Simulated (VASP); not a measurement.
# Ge in VASP: settings compared

The runs below take Ge through single point, with PBE, revPBE, PBE+D3(BJ).

Everything below comes from runs of VASP 6.6.1. Logs are shortened: lines on timing, memory, paths and dates and some standing lists are left out, and cuts for length are marked.

### 1 The cell of the first run

The structure is orthorhombic, space group Imma (No. 74). Conventional cell: a = 4.992 Å, b = 5.302 Å, c = 2.874 Å, α = 90.00°, β = 90.00°, γ = 90.00°. Within 3.5 Å of Ge (site symmetry mm2) lie 8 Ge at 2.68 to 3.08 Å.

### 2 Single point, PBE

INCAR

```
SYSTEM = Ge
PREC = Accurate ; ENCUT = 500
EDIFF = 1E-6 ; ISMEAR = 0
SIGMA = 0.2 ; LREAL = .FALSE.
LASPH = .TRUE. ; NELM = 120
ALGO = Normal ; ISIF = 2
LWAVE = .FALSE. ; LCHARG = .FALSE.
GGA = PE ; ISYM = 0
NBANDS = 21 ; GGA_COMPAT = .FALSE.
```

KPOINTS

```
regular mesh
0
G
  2 2 2
  0 0 0
```

POSCAR

```
Ge
1.0
   -2.4958980000      2.6508630000      1.4369470000
    2.4958980000     -2.6508630000      1.4369470000
    2.4958980000      2.6508630000     -1.4369470000
Ge
2
Direct
    0.1859430000      0.9359430000      0.2500000000
    0.8140570000      0.0640570000      0.7500000000
```

Potentials or basis: VASP PAW PBE potentials, release 64 (Ge_d).

The run is started by

```sh
> cat potpaw_PBE.64/Ge_d/POTCAR > POTCAR
> mpirun -np 1 vasp_std > vasp.out
```

OUTCAR:

```text
SYSTEM = Ge
   PREC = Accurate
   ENCUT = 500
   EDIFF = 1E-6
   ISMEAR = 0
   LREAL = .FALSE.
   LASPH = .TRUE.
   NELM = 120
   ISIF = 2
   GGA = PE
   ISYM = 0

 ion  position               nearest neighbor table
   1  0.186  0.936  0.250-   2 2.68   2 2.68   2 2.72   2 2.72
   2  0.814  0.064  0.750-   1 2.68   1 2.68   1 2.72   1 2.72

IMPORTANT INFORMATION: All symmetrisations will be switched off!
NOSYMM: (Re-)initialisation of all symmetry stuff for point group C_1.

----------------------------------------------------------------------------------------

                                     Primitive cell

  volume of cell :      38.0290

  direct lattice vectors                    reciprocal lattice vectors
    -2.495898000  2.650863000  1.436947000     0.000000000  0.188617820  0.347959946
     2.495898000 -2.650863000  1.436947000     0.200328699  0.000000000  0.347959946
     2.495898000  2.650863000 -1.436947000     0.200328699  0.188617820  0.000000000

  length of vectors
     3.914255760  3.914255760  3.914255760     0.395793893  0.401506801  0.275151358

  position of ions in fractional coordinates (direct lattice)
     0.185943000  0.935943000  0.250000000
     0.814057000  0.064057000  0.750000000

  ion indices of the primitive-cell ions
   primitive index   ion index
                 1           1
                 2           2

----------------------------------------------------------------------------------------

 KPOINTS: regular mesh

Automatic generation of k-mesh.
 Grid dimensions read from file:
 generate k-points for:    2    2    2

 Generating k-lattice:

  Cartesian coordinates                     Fractional coordinates (reciprocal lattice)
     0.000000000  0.094308910  0.173979973     0.500000000  0.000000000  0.000000000
     0.100164350  0.000000000  0.173979973     0.000000000  0.500000000  0.000000000
     0.100164350  0.094308910  0.000000000     0.000000000  0.000000000  0.500000000

  Length of vectors
     0.197896947  0.200753401  0.137575679

  Shift w.r.t. Gamma in fractional coordinates (k-lattice)
     0.000000000  0.000000000  0.000000000

 Subroutine IBZKPT returns following result:
 ===========================================

 Found      8 irreducible k-points:

 Following reciprocal coordinates:
[... 21 lines left out ...]
   ISPIN  =      1    spin polarized calculation?
   LNONCOLLINEAR =      F non collinear calculations
   LSORBIT =      F    spin-orbit coupling
   LASPH  =      T    aspherical Exc in radial PAW
   ENCUT  =  500.0 eV  36.75 Ry    6.06 a.u.   7.14  7.14  7.14*2*pi/ulx,y,z
   NELM   =    120;   NELMIN=  2; NELMDL= -5     # of ELM steps
   EDIFF  = 0.1E-05   stopping-criterion for ELM
   LREAL  =      F    real-space projection
   EDIFFG = 0.1E-04   stopping-criterion for IOM
   NSW    =      0    number of steps for IOM
   IBRION =     -1    ionic relax: 0-MD 1-quasi-New 2-CG
   NFREE  =      0    steps in history (QN), initial steepest desc. (CG)
   ISIF   =      2    stress and relaxation
   ISYM   =      0    0-nonsym 1-usesym 2-fastsym
   POTIM  = 0.5000    time-step for ionic-motion
   TEBEG  =    0.0;   TEEND  =   0.0 temperature during run
   PSTRESS=    0.0 pullay stress
   NELECT =      28.0000    total number of electrons
   NUPDOWN=      -1.0000    fix difference up-down
   EMIN   =  10.00;   EMAX   =-10.00  energy-range for DOS
   EFERMI =   0.00;   METHOD = LEGACY
   ISMEAR =     0;   SIGMA  =   0.20  broadening in eV -4-tet -1-fermi 0-gaus
   EFERMI_NEDOS =   21; number of points for ismear=-14 and -15
   IALGO  =     38    algorithm
   IMIX   =      4    mixing-type and parameters
     AMIX     =   0.40;   BMIX     =  1.00
     AMIX_MAG =   1.60;   BMIX_MAG =  1.00
  volume/ion in A,a.u.               =      19.01       128.32
  Fermi-wavevector in a.u.,A,eV,Ry     =   1.478277  2.793539 29.732860  2.185304
  Thomas-Fermi vector in A             =   2.592578
   LORBIT       =      0    0 simple, 1 ext, 2 COOP (PROOUT), +10 PAW based schemes
   GGA     = PE    functional components
   LHFCALC =     F    Hartree Fock is set to
   AEXX    =    0.0000 exact exchange contribution
   IVDW    =     0    specifies the selected vdW correction
   LEPSILON=     F    determine dielectric tensor
   LRPA    =     F    only Hartree local field effects (RPA)
 non-spin polarized calculation
 Gauss-broadening in eV      SIGMA  =   0.20
  energy-cutoff  :      500.00
  volume of cell :       38.03
 maximum number of plane-waves:       984
 NGX is ok and might be reduce to    30
   NGX = 15   NGY = 15   NGZ = 15

 number of electron      28.0000014 magnetization

 Free energy of the ion-electron system (eV)
  ---------------------------------------------------
  ext. energy  EPLUGINS =         0.00000000
  ---------------------------------------------------
  free energy    TOTEN  =        -8.96399359 eV

  energy without entropy =       -8.96399322  energy(sigma->0) =       -8.96399340

 E-fermi :   6.4917     XC(G=0): -11.1369

 val. band max:        5.8001418981   @ k =   0.0000   0.5000   0.5000
 cond. band min:       7.2023553990   @ k =   0.5000   0.5000  -0.0000
 fundamental gap:      1.4022135009
 Fermi energy:         6.4917255144

 k-point     1 :       0.0000    0.0000    0.0000
  band No.  band energies     occupation
      1     -18.0889      2.00000
      2     -18.0133      2.00000
      3     -17.9149      2.00000
      4     -17.9115      2.00000
      5     -17.8944      2.00000
      6     -17.8763      2.00000
[... 181 lines left out ...]
     20      22.8931      0.00000
     21      23.1273      0.00000

------------------------ aborting loop because EDIFF is reached ----------------------------------------

  FORCE on cell =-STRESS in cart. coord.  units (eV):
  Direction    XX          YY          ZZ          XY          YZ          ZX
  --------------------------------------------------------------------------------------
  -------------------------------------------------------------------------------------
  Total        3.0618148     -0.0797017      0.9192490     -0.0001686     -0.0000760     -0.0001404
  in kB      128.9955239     -3.3578651     38.7283415     -0.0071020     -0.0032004     -0.0059137
  external PRESSURE =      54.7886668 kB  Pullay stress =       0.0000000 kB

 VOLUME and BASIS-vectors are now :
 -----------------------------------------------------------------------------
  energy-cutoff  :      500.00
  volume of cell :       38.03
      direct lattice vectors                 reciprocal lattice vectors
    -2.495898000  2.650863000  1.436947000     0.000000000  0.188617820  0.347959946
     2.495898000 -2.650863000  1.436947000     0.200328699  0.000000000  0.347959946
     2.495898000  2.650863000 -1.436947000     0.200328699  0.188617820  0.000000000

 POSITION                                       TOTAL-FORCE (eV/Angst)
 -----------------------------------------------------------------------------------
      2.49590     -1.32543      1.25285         0.000002     -0.000014     -0.691284
      0.00000      3.97629      0.18409        -0.000002      0.000014      0.691284
 -----------------------------------------------------------------------------------
    total drift:                               -0.000059     -0.000036     -0.000001

  FREE ENERGIE OF THE ION-ELECTRON SYSTEM (eV)
  ---------------------------------------------------
  free  energy   TOTEN  =        -8.9639935863 eV

  energy  without entropy=       -8.9639932199  energy(sigma->0) =       -8.96399340
```

OSZICAR:

```text
N       E                     dE             d eps       ncg     rms          rms(c)
DAV:   1     0.178516215943E+03    0.17852E+03   -0.13677E+04   369   0.368E+03
DAV:   2     0.147558151974E+02   -0.16376E+03   -0.15894E+03   336   0.587E+02
DAV:   3    -0.839056764246E+01   -0.23146E+02   -0.23030E+02   386   0.133E+02
DAV:   4    -0.897195978255E+01   -0.58139E+00   -0.58097E+00   391   0.248E+01
DAV:   5    -0.898062668413E+01   -0.86669E-02   -0.86667E-02   376   0.322E+00    0.216E+00
DAV:   6    -0.896774974244E+01    0.12877E-01   -0.13471E-02   447   0.174E+00    0.127E+00
DAV:   7    -0.896375926110E+01    0.39905E-02   -0.18746E-02   455   0.174E+00    0.114E-01
DAV:   8    -0.896399845655E+01   -0.23920E-03   -0.30721E-03   400   0.819E-01    0.359E-02
DAV:   9    -0.896399342518E+01    0.50314E-05   -0.10633E-04   428   0.157E-01    0.112E-02
DAV:  10    -0.896399358631E+01   -0.16113E-06   -0.68875E-06   397   0.297E-02
   1 F= -.89639936E+01 E0= -.89639934E+01  d E =-.366446E-06
```

stdout:

```text
POSCAR found type information on POSCAR Ge
 POSCAR found :  1 types and       2 ions
 scaLAPACK will be used
 LDA part: xc-table for (Slater+PW92), standard interpolation
 POSCAR, INCAR and KPOINTS ok, starting setup
 FFT: planning ... GRIDC
 FFT: planning ... GRID_SOFT
 FFT: planning ... GRID
 WAVECAR not read
 entering main loop
```

Run time: 5.8 s. Hardware: 1 thread of Intel Xeon Platinum 8488C (Sapphire Rapids), shared host; peak memory 0.15 GiB.

What came out:

- Free energy: -8.9640 eV
- Pressure: 5.5 GPa
- Largest force: 0.691 eV/Å
- Band gap on the k mesh: zero (band 14 reaches 7.20 eV, above the bottom of band 15 at 4.69 eV)

Forces in eV/Å, atoms in the order of the input:
```
Ge   0.000  0.000 -0.691
Ge   0.000  0.000  0.691
```

Caveat: the k points lie up to 1.26 Å⁻¹ apart.

### 3 Single point, PBE

INCAR

```
PREC     = Accurate       # precision mode
ENCUT    = 500            # plane-wave cutoff, eV
EDIFF    = 1E-6           # SCF threshold, eV
ISMEAR   = 1              # smearing method
SIGMA    = 0.026          # smearing width, eV
LREAL    = False          # projectors in reciprocal space
LASPH    = True           # aspherical terms in the spheres
NELM     = 120            # most SCF steps
ALGO     = Normal         # electronic algorithm
ISIF     = 2              # what is computed and relaxed
LWAVE    = False          # write WAVECAR
LCHARG   = False          # write CHGCAR
GGA      = PE             # functional
NBANDS   = 21             # bands
ISYM     = 0            
GGA_COMPAT= False
```

KPOINTS

```
regular mesh
0
Gamma
  4 1 2
```

POSCAR is that of step 2.

Potentials or basis: VASP PAW PBE potentials, release 64 (Ge_d).

The run is started by

```sh
> cat potpaw_PBE.64/Ge_d/POTCAR > POTCAR
> mpirun -np 1 vasp_std > vasp.out
```

Wall time 5.8 s (1 thread of Intel Xeon Platinum 8488C (Sapphire Rapids), shared host); peak memory 0.15 GiB.

It converged, with:

- Free energy: -5.5207 eV
- Pressure: 15.0 GPa
- Largest force: 0.577 eV/Å
- Band gap on the k mesh: zero (band 14 reaches 7.24 eV, above the bottom of band 15 at 4.73 eV)

Forces in eV/Å, atoms in the order of the input:
```
Ge   0.331  0.342 -0.327
Ge  -0.331 -0.342  0.327
```

Stress tensor (GPa, compression positive):
```
11.71  0.30  3.03
 0.30 17.31  1.78
 3.03  1.78 16.12
```

Levels at points of the mesh, in eV from the Fermi level:
| k point | band 10 | band 11 | band 12 | band 13 | band 14 | band 15 | band 16 | band 17 | band 18 | band 19 |
| --- | --- | --- | --- | --- | --- | --- | --- | --- | --- | --- |
| (0.00, 0.00, 0.00) | -24.80 | -13.58 | -4.23 | -2.82 | -2.47 | 2.94 | 6.44 | 6.76 | 7.46 | 7.72 |
| (0.50, 0.00, 0.00) | -24.83 | -8.51 | -7.47 | -2.33 | -2.02 | -1.25 | 1.00 | 2.67 | 3.78 | 8.94 |
| (0.00, 0.00, 0.50) | -24.85 | -10.84 | -10.82 | 0.12 | 0.15 | 1.81 | 1.81 | 6.31 | 6.33 | 10.24 |
| (0.50, 0.00, 0.50) | -24.79 | -8.71 | -6.29 | -3.90 | -2.71 | -2.37 | 2.65 | 3.52 | 6.15 | 8.04 |

Caveat: the k points lie up to 2.52 Å⁻¹ apart.

(Continued in part 2 of 2.)
